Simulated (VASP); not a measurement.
# CdS (Cmc2_1) in VASP: single point with r2SCAN

Aim: the single point of CdS with r2SCAN.

Everything below comes from runs of VASP 6.6.1. Logs are shortened: lines on timing, memory, paths and dates and some standing lists are left out, and cuts for length are marked.

## (1) The cell of the first run

The structure is orthorhombic, space group Cmc2_1 (No. 36). Conventional cell: a = 4.387 Å, b = 7.213 Å, c = 6.766 Å, α = 90.00°, β = 90.00°, γ = 90.00°. Within 3.4 Å of Cd (site symmetry m) lie 4 S at 2.58 to 2.60 Å. S (site symmetry m) has 4 Cd at 2.58 to 2.60 Å within 3.4 Å.

## (2) Single point, r2SCAN (uniaxial x strain +5.3%)

POSCAR reads:

```
CdS
1.0
    4.3870120177      0.0000000000      0.0000000000
   -2.1935060089      3.6066677939      0.0000000000
    0.0000000000      0.0000000000      6.7659754197
Cd S
2 2
Direct
    0.3332805047      0.6665610095     -0.0036684732
    0.6667194953      0.3334389905      0.4963315268
    0.3260141798      0.6520283597      0.3786684732
    0.6739858202      0.3479716403      0.8786684732
```

INCAR.step1 reads:

```
ALGO = Normal
EDIFF = 1E-4
ENCUT = 520
GGA = PE
ISMEAR = 0
LASPH = T
LCHARG = F
LREAL = F
LWAVE = T
NBANDS = 26
NELM = 80
PREC = Accurate
SIGMA = 0.01
```

INCAR.step2 reads:

```
ALGO = Normal
EDIFF = 1E-6
ENCUT = 520
ISIF = 2
ISMEAR = 0
ISTART = 1
LASPH = T
LCHARG = F
LMIXTAU = T
LREAL = F
LWAVE = F
METAGGA = R2SCAN
NBANDS = 26
NELM = 80
PREC = Accurate
SIGMA = 0.01
```

KPOINTS reads:

```
k-points
0
Gamma
  12 12 4
```

Potentials or basis: VASP PAW PBE potentials, release 64 (Cd, S).

The run is started by

```sh
> cat potpaw_PBE.64/Cd/POTCAR potpaw_PBE.64/S/POTCAR > POTCAR
> cp INCAR.step1 INCAR
> mpirun -np 1 vasp_std > vasp.out
> cp INCAR.step2 INCAR
> mpirun -np 1 vasp_std > vasp.out
```

OUTCAR:

```text
EDIFF = 1E-6
   ENCUT = 520
   ISIF = 2
   ISMEAR = 0
   ISTART = 1
   LASPH = T
   LREAL = F
   METAGGA = R2SCAN
   NELM = 80
   PREC = Accurate

 ion  position               nearest neighbor table
   1  0.333  0.667  0.996-   4 2.58   3 2.59   4 2.60   4 2.60
   2  0.667  0.333  0.496-   3 2.58   4 2.59   3 2.60   3 2.60
   3  0.326  0.652  0.379-   2 2.58   1 2.59   2 2.60   2 2.60
   4  0.674  0.348  0.879-   1 2.58   2 2.59   1 2.60   1 2.60

  Warning from LATTYP: Monoclinic adjustment (A1->A3, A2->A1, A3->A2)!
  LATTYP: Found a base centered orthorhombic cell.
 ALAT       =     4.3870120177
 B/A-ratio  =     1.6442479662
 C/A-ratio  =     1.5422741931

  Lattice vectors:

 A1 = (   2.1935060089,  -3.6066677939,   0.0000000000)
 A2 = (   2.1935060088,   3.6066677939,   0.0000000000)
 A3 = (   0.0000000000,   0.0000000000,   6.7659754197)

Analysis of symmetry for initial positions (statically):
=====================================================================
 Subroutine PRICEL returns:
 Original cell was already a primitive cell.

 Routine SETGRP: Setting up the symmetry group for a
 base centered orthorhombic supercell.

 Subroutine GETGRP returns: Found  4 space group operations
 (whereof  2 operations were pure point group operations)
 out of a pool of  8 trial point group operations.

The static configuration has the point symmetry C_1h.
 The point group associated with its full space group is C_2v.

Analysis of symmetry for dynamics (positions and initial velocities):
=====================================================================
 Subroutine PRICEL returns:
 Original cell was already a primitive cell.

 Routine SETGRP: Setting up the symmetry group for a
 base centered orthorhombic supercell.

 Subroutine GETGRP returns: Found  4 space group operations
 (whereof  2 operations were pure point group operations)
 out of a pool of  8 trial point group operations.

The dynamic configuration has the point symmetry C_1h.
 The point group associated with its full space group is C_2v.

 Subroutine INISYM returns: Found  4 space group operations
 (whereof  2 operations are pure point group operations),
 and found     1 'primitive' translations

----------------------------------------------------------------------------------------

                                     Primitive cell

  volume of cell :     107.0546

  direct lattice vectors                    reciprocal lattice vectors
     4.387012018  0.000000000  0.000000000     0.227945580  0.138632119  0.000000000
    -2.193506009  3.606667794  0.000000000     0.000000000  0.277264239  0.000000000
     0.000000000  0.000000000  6.765975420     0.000000000  0.000000000  0.147798350

  length of vectors
     4.387012018  4.221317470  6.765975420     0.266792151  0.277264239  0.147798350

  position of ions in fractional coordinates (direct lattice)
     0.333280505  0.666561010  0.996331527
     0.666719495  0.333438990  0.496331527
     0.326014180  0.652028360  0.378668473
     0.673985820  0.347971640  0.878668473

  ion indices of the primitive-cell ions
   primitive index   ion index
                 1           1
                 2           2
                 3           3
                 4           4

----------------------------------------------------------------------------------------

 KPOINTS: k-points

Automatic generation of k-mesh.
 Grid dimensions read from file:
 generate k-points for:   12   12    4

 Generating k-lattice:

  Cartesian coordinates                     Fractional coordinates (reciprocal lattice)
     0.018995465  0.011552677  0.000000000     0.083333333 -0.000000000  0.000000000
     0.000000000  0.023105353  0.000000000     0.000000000  0.083333333  0.000000000
     0.000000000  0.000000000  0.036949587     0.000000000  0.000000000  0.250000000

  Length of vectors
     0.022232679  0.023105353  0.036949587

  Shift w.r.t. Gamma in fractional coordinates (k-lattice)
     0.000000000  0.000000000  0.000000000

 Subroutine IBZKPT returns following result:
 ===========================================

 Found    129 irreducible k-points:

 Following reciprocal coordinates:
            Coordinates               Weight
  0.000000  0.000000  0.000000      1.000000
  0.083333  0.000000  0.000000      4.000000
  0.166667 -0.000000  0.000000      4.000000
  0.250000 -0.000000  0.000000      4.000000
  0.333333  0.000000  0.000000      4.000000
  0.416667 -0.000000  0.000000      4.000000
[... 16 lines left out ...]
  0.333333  0.166667  0.000000      4.000000
  0.416667  0.166667  0.000000      4.000000
 [... further k-points ...]
   k-points           NKPTS =    129   k-points in BZ     NKDIM =    129   number of bands    NBANDS=     26
   number of dos      NEDOS =    301   number of ions     NIONS =      4
   total plane-waves  NPLWV =  57600
   dimension x,y,z NGX =    36 NGY =   32 NGZ =   50
   dimension x,y,z NGXF=    72 NGYF=   64 NGZF=  100
   ions per type =               2   2
   NGX,Y,Z   is equivalent  to a cutoff of  13.64, 12.60, 12.29 a.u.
   NGXF,Y,Z  is equivalent  to a cutoff of  27.28, 25.20, 24.57 a.u.
 SYSTEM =  unknown system
   PREC   = accura    normal or accurate (medium, high low for compatibility)
   ISTART =      1    job   : 0-new  1-cont  2-samecut
   ICHARG =      0    charge: 1-file 2-atom 10-const
   ISPIN  =      1    spin polarized calculation?
   LNONCOLLINEAR =      F non collinear calculations
   LSORBIT =      F    spin-orbit coupling
   LASPH  =      T    aspherical Exc in radial PAW
   ENCUT  =  520.0 eV  38.22 Ry    6.18 a.u.   8.16  7.85 12.58*2*pi/ulx,y,z
   NELM   =     80;   NELMIN=  2; NELMDL=  0     # of ELM steps
   EDIFF  = 0.1E-05   stopping-criterion for ELM
   LREAL  =      F    real-space projection
   EDIFFG = 0.1E-04   stopping-criterion for IOM
   NSW    =      0    number of steps for IOM
   IBRION =     -1    ionic relax: 0-MD 1-quasi-New 2-CG
   NFREE  =      0    steps in history (QN), initial steepest desc. (CG)
   ISIF   =      2    stress and relaxation
   ISYM   =      2    0-nonsym 1-usesym 2-fastsym
   POTIM  = 0.5000    time-step for ionic-motion
   TEBEG  =    0.0;   TEEND  =   0.0 temperature during run
   PSTRESS=    0.0 pullay stress
   NELECT =      36.0000    total number of electrons
   NUPDOWN=      -1.0000    fix difference up-down
   EMIN   =  10.00;   EMAX   =-10.00  energy-range for DOS
   EFERMI =   0.00;   METHOD = LEGACY
   ISMEAR =     0;   SIGMA  =   0.01  broadening in eV -4-tet -1-fermi 0-gaus
   EFERMI_NEDOS =   21; number of points for ismear=-14 and -15
   IALGO  =     38    algorithm
   IMIX   =      4    mixing-type and parameters
     AMIX     =   0.40;   BMIX     =  1.00
     AMIX_MAG =   1.60;   BMIX_MAG =  1.00
  volume/ion in A,a.u.               =      26.76       180.61
  Fermi-wavevector in a.u.,A,eV,Ry     =   1.138432  2.151325 17.633532  1.296028
  Thomas-Fermi vector in A             =   2.275137
   LORBIT       =      0    0 simple, 1 ext, 2 COOP (PROOUT), +10 PAW based schemes
   METAGGA = R2SCAN    functional components
   LHFCALC =     F    Hartree Fock is set to
   AEXX    =    0.0000 exact exchange contribution
   IVDW    =     0    specifies the selected vdW correction
   LEPSILON=     F    determine dielectric tensor
   LRPA    =     F    only Hartree local field effects (RPA)
 non-spin polarized calculation
 Gauss-broadening in eV      SIGMA  =   0.01
  energy-cutoff  :      520.00
  volume of cell :      107.05
 maximum number of plane-waves:      2910
 NGX is ok and might be reduce to    36
   NGX = 17   NGY = 15   NGZ = 25

 number of electron      36.0000003 magnetization

 Free energy of the ion-electron system (eV)
  ---------------------------------------------------
  ext. energy  EPLUGINS =         0.00000000
  ---------------------------------------------------
  free energy    TOTEN  =       -59.31934765 eV

  energy without entropy =      -59.31934765  energy(sigma->0) =      -59.31934765

 E-fermi :   0.5419     XC(G=0):  -9.3567

 val. band max:        0.4661922444   @ k =   0.0000   0.0000   0.0000
 cond. band min:       1.9139991729   @ k =   0.0000   0.0000   0.0000
 fundamental gap:      1.4478069285
 Fermi energy:         0.5419131718

 k-point     1 :       0.0000    0.0000    0.0000
  band No.  band energies     occupation
      1     -11.9931      2.00000
      2     -11.6105      2.00000
      3      -7.2799      2.00000
      4      -7.2717      2.00000
      5      -7.2665      2.00000
      6      -7.2070      2.00000
[... 18 lines left out ...]
     25       8.4862      0.00000
     26       8.5123      0.00000

 k-point     2 :       0.0833    0.0000    0.0000
  band No.  band energies     occupation
      1     -11.9725      2.00000
      2     -11.6019      2.00000
      3      -7.2747      2.00000
      4      -7.2614      2.00000
      5      -7.2499      2.00000
      6      -7.1948      2.00000
[... 18 lines left out ...]
     25       8.4137      0.00000
     26       8.6248      0.00000

 k-point     3 :       0.1667   -0.0000    0.0000
  band No.  band energies     occupation
      1     -11.9148      2.00000
      2     -11.5793      2.00000
      3      -7.2545      2.00000
      4      -7.2399      2.00000
      5      -7.2004      2.00000
      6      -7.1605      2.00000
[... 18 lines left out ...]
     25       8.4477      0.00000
     26       9.0359      0.00000

 k-point     4 :       0.2500   -0.0000    0.0000
  band No.  band energies     occupation
      1     -11.8326      2.00000
      2     -11.5515      2.00000
      3      -7.2297      2.00000
      4      -7.2125      2.00000
      5      -7.1281      2.00000
      6      -7.1133      2.00000
[... 18 lines left out ...]
     25       8.7862      0.00000
     26       9.4306      0.00000

 k-point     5 :       0.3333    0.0000    0.0000
  band No.  band energies     occupation
      1     -11.7441      2.00000
      2     -11.5293      2.00000
      3      -7.2097      2.00000
      4      -7.1891      2.00000
      5      -7.0713      2.00000
      6      -7.0678      2.00000
[... 18 lines left out ...]
     25       8.9983      0.00000
     26       9.7357      0.00000

 k-point     6 :       0.4167   -0.0000    0.0000
  band No.  band energies     occupation
      1     -11.6713      2.00000
      2     -11.5207      2.00000
      3      -7.1981      2.00000
      4      -7.1752      2.00000
      5      -7.0382      2.00000
      6      -7.0274      2.00000
[... 427 lines left out ...]
 k-point    21 :       0.1667    0.1667    0.0000
  band No.  band energies     occupation
      1     -11.7829      2.00000
      2     -11.5342      2.00000
      3      -7.2117      2.00000
      4      -7.1991      2.00000
      5      -7.1134      2.00000
      6      -7.1004      2.00000
[... 18 lines left out ...]
     25       9.0253      0.00000
     26       9.7301      0.00000

 k-point    22 :       0.2500    0.1667    0.0000
  band No.  band energies     occupation
      1     -11.7039      2.00000
      2     -11.5191      2.00000
      3      -7.1984      2.00000
      4      -7.1733      2.00000
      5      -7.0792      2.00000
      6      -7.0571      2.00000
[... 18 lines left out ...]
     25       8.9698      0.00000
     26      10.0642      0.00000

 k-point    23 :       0.3333    0.1667    0.0000
  band No.  band energies     occupation
      1     -11.6384      2.00000
      2     -11.5179      2.00000
      3      -7.1942      2.00000
      4      -7.1544      2.00000
      5      -7.0497      2.00000
      6      -7.0252      2.00000
[... 18 lines left out ...]
     25       8.9295      0.00000
     26      10.1493      0.00000

 k-point    24 :       0.4167    0.1667    0.0000
  band No.  band energies     occupation
      1     -11.6111      2.00000
      2     -11.5240      2.00000
      3      -7.1944      2.00000
      4      -7.1487      2.00000
      5      -7.0339      2.00000
      6      -7.0120      2.00000
[... 18 lines left out ...]
     25       9.7196      0.00000
     26      10.0108      0.00000

 [... further k-points ...]

------------------------ aborting loop because EDIFF is reached ----------------------------------------

  FORCE on cell =-STRESS in cart. coord.  units (eV):
  Direction    XX          YY          ZZ          XY          YZ          ZX
  --------------------------------------------------------------------------------------
  -------------------------------------------------------------------------------------
  Total       -2.6422171     -1.4517511     -1.1927834      0.0000000      0.0000000      0.0000000
  in kB      -39.5433716    -21.7268802    -17.8511744      0.0000000      0.0000000      0.0000000
  external PRESSURE =     -26.3738087 kB  Pullay stress =       0.0000000 kB

 VOLUME and BASIS-vectors are now :
 -----------------------------------------------------------------------------
  energy-cutoff  :      520.00
  volume of cell :      107.05
      direct lattice vectors                 reciprocal lattice vectors
     4.387012018  0.000000000  0.000000000     0.227945580  0.138632119  0.000000000
    -2.193506009  3.606667794  0.000000000     0.000000000  0.277264239  0.000000000
     0.000000000  0.000000000  6.765975420     0.000000000  0.000000000  0.147798350

 POSITION                                       TOTAL-FORCE (eV/Angst)
 -----------------------------------------------------------------------------------
     -0.00000      2.40406      6.74115        -0.000000      0.003126     -0.004210
      2.19351      1.20260      3.35817         0.000000     -0.003126     -0.004210
     -0.00000      2.35165      2.56206         0.000000     -0.002454      0.004210
      2.19351      1.25502      5.94505        -0.000000      0.002454      0.004210
 -----------------------------------------------------------------------------------
    total drift:                               -0.000000     -0.000000     -0.008413

  FREE ENERGIE OF THE ION-ELECTRON SYSTEM (eV)
  ---------------------------------------------------
  free  energy   TOTEN  =       -59.3193476512 eV

  energy  without entropy=      -59.3193476512  energy(sigma->0) =      -59.31934765
```

It took 11 min on 1 thread of Intel Xeon Platinum 8488C (Sapphire Rapids), shared host; peak memory 0.45 GiB.

What came out:

| Item | Value |
| --- | --- |
| Free energy | -59.3193 eV |
| Pressure | -2.6 GPa |
| Largest force | 0.005 eV/Å |
| Band gap on the k mesh | 1.45 eV |

Forces in eV/Å, atoms in the order of the input:
```
Cd   0.000  0.003 -0.004
Cd   0.000 -0.003 -0.004
S    0.000 -0.002  0.004
S    0.000  0.002  0.004
```

Stress tensor (GPa, compression positive):
```
-3.95  0.00  0.00
 0.00 -2.17  0.00
 0.00  0.00 -1.79
```

Caveat: the cell differs from its parent crystal (uniaxial x strain +5.3%); the PAW data sets were made with another functional, which shifts forces and pressure a little. A k mesh can miss the band edges.
